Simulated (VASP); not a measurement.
A run of VASP 6.6.1 is set up as follows.

Contents of INCAR:

```
PREC = Accurate ; ENCUT = 520
EDIFF = 1E-6 ; ISMEAR = -1
SIGMA = 0.05 ; LREAL = False
LASPH = True ; NELM = 100
ALGO = Normal ; ISIF = 2
LWAVE = False ; LCHARG = False
GGA = PS ; NBANDS = 28
```

Contents of KPOINTS:

```
regular mesh
0
Gamma
  6 6 6
```

POSCAR

```
BaTiO3
1.0
    2.8273666084      1.6323808724      2.3183934932
   -2.8273666084      1.6323808724      2.3183934932
    0.0000000000     -3.2647617449      2.3183934932
Ba Ti O
1 1 3
Direct
    0.0000000000      0.0000000000      0.0000000000
    0.4845000000      0.4845000000      0.4845000000
    0.5086000000      0.0175000000      0.5086000000
    0.0175000000      0.5086000000      0.5086000000
    0.5086000000      0.5086000000      0.0175000000
```

Potentials or basis: VASP PAW PBE potentials, release 64 (Ba_sv, Ti_sv, O).

The run is started by

```bash
$ cat potpaw_PBE.64/Ba_sv/POTCAR potpaw_PBE.64/Ti_sv/POTCAR potpaw_PBE.64/O/POTCAR > POTCAR
$ mpirun -np 1 vasp_std > vasp.out
```

What does it give for the largest force?

0.142 eV/Å.

Estimate the band gap on the k mesh.

2.34 eV, indirect (least direct gap 2.74 eV).

Predict the pressure.

0.6 GPa.

Stress tensor (GPa, compression positive):
```
0.66 0.00 0.00
0.00 0.66 0.00
0.00 0.00 0.48
```

Caveat: the PAW data sets were made with another functional, which shifts forces and pressure a little; spin-orbit coupling is left out, which moves the levels of the heavy elements. A k mesh can miss the band edges.
